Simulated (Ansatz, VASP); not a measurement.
**B: VASP beside Ansatz**

```
B
1.0
     3.01121    0.00000    0.00000
    -1.50561    2.60779    0.00000
     0.00000    0.00000    1.93547
B
2
Direct
  0.66667 0.33333 0.00000
  0.33333 0.66667 0.00000
```

Alike in both runs: functional PBE; k mesh 24 × 24 × 28; occupations gaussian, width 0.1 eV; no spin polarisation.

Ansatz relaxed the structure, and its values are those at the end. VASP's run is a single point on that final structure, the one shown.

```csv
,VASP,Ansatz
version,VASP 6.6.1,Ansatz 0.2.0
potentials or method,"VASP PAW PBE potentials, release 64 (B), cutoff 520 eV","scalar-relativistic, plane waves, PAW"
valence electrons in the cell,6,6
```

|  | VASP | Ansatz | Ansatz less VASP |
| --- | --- | --- | --- |
| gap on the k mesh at the Fermi level (eV) | none | none | - |
| pressure (GPa) | 0.0 | 0.0 | -0.05 |

A gap of «none» marks a metal or a gap that the smearing closes. With one functional, cell and mesh, what is left measures potentials, basis and numerics.
